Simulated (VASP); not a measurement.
A run of VASP 6.6.1:

The input POSCAR:

```
ZrB2
1.0
    3.1700000000      0.0000000000      0.0000000000
   -1.5850000000      2.7453005300      0.0000000000
    0.0000000000      0.0000000000      3.5330000000
Zr B
1 2
Direct
    0.0000000000      0.0000000000      0.0000000000
    0.6666666667      0.3333333333      0.5000000000
    0.3333333333      0.6666666667      0.5000000000
```

Contents of INCAR.step1:

```
  PREC = Accurate
  ENCUT = 520
  EDIFF = 1E-5
  ISMEAR = -1
  SIGMA = 0.05
  LREAL = False
  LASPH = True
  NELM = 100
  ALGO = Normal
  ISIF = 2
  LWAVE = True
  LCHARG = False
  NBANDS = 16
  GGA = PE
```

INCAR.step2

```
  PREC = Accurate
  ENCUT = 520
  EDIFF = 1E-7
  ISMEAR = -1
  SIGMA = 0.05
  LREAL = False
  LASPH = True
  NELM = 100
  ALGO = Normal
  ISIF = 2
  LWAVE = False
  LCHARG = False
  GGA = PE
  LHFCALC = True
  AEXX = 0.1
  HFSCREEN = 0.2078699
  PRECFOCK = Normal
  NBANDS = 16
  ISTART = 1
```

The input KPOINTS:

```
Automatic mesh
0
Gamma
  6 6 4
```

Potentials or basis: VASP PAW PBE potentials, release 64 (Zr_sv, B).

The run is started by

```bash
$ cat potpaw_PBE.64/Zr_sv/POTCAR potpaw_PBE.64/B/POTCAR > POTCAR
$ cp INCAR.step1 INCAR
$ mpirun -np 1 vasp_std > vasp.out
$ cp INCAR.step2 INCAR
$ mpirun -np 1 vasp_std > vasp.out
```

Hardware: 1 thread of Intel Xeon 6975P-C, with other jobs on the host.

How long does it take, and how much memory?

It took 18 min on 1 thread of Intel Xeon 6975P-C, on a shared host, peak memory 0.26 GiB. Counts: k points 21.
